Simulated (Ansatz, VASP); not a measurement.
# One calculation of C, two programs

```xyz
2
Lattice="1.7801 1.7801 0.0000 -1.7801 1.7801 0.0000 0.0000 1.7801 1.7801" Properties=species:S:1:pos:R:3 pbc="T T T"
C     0.0000    1.7801    0.0000
C     0.8901    2.6702    0.8901
```

Change from the starting cell: unstrained.

Alike in both runs: task single point; functional r2SCAN; k mesh 12 × 12 × 12; no spin polarisation.

|  | VASP | Ansatz |
| --- | --- | --- |
| version | VASP 6.6.1 | Ansatz 0.2.0 |
| potentials or method | VASP PAW PBE potentials, release 64 (C) | PAW with Ansatz's default frozen-core files, scalar-relativistic |
| plane-wave cutoff (eV) | 520 | 500 |
| occupations | gaussian, width 0.01 eV | fixed |
| valence electrons in the cell | 8 | 8 |

```csv
,VASP,Ansatz,Ansatz less VASP
gap on the k mesh at the Fermi level (eV),4.36,4.39,+0.030
pressure (GPa),1.1,0.0,-1.11
```

VASP's potentials were made for PBE, not for r2SCAN.
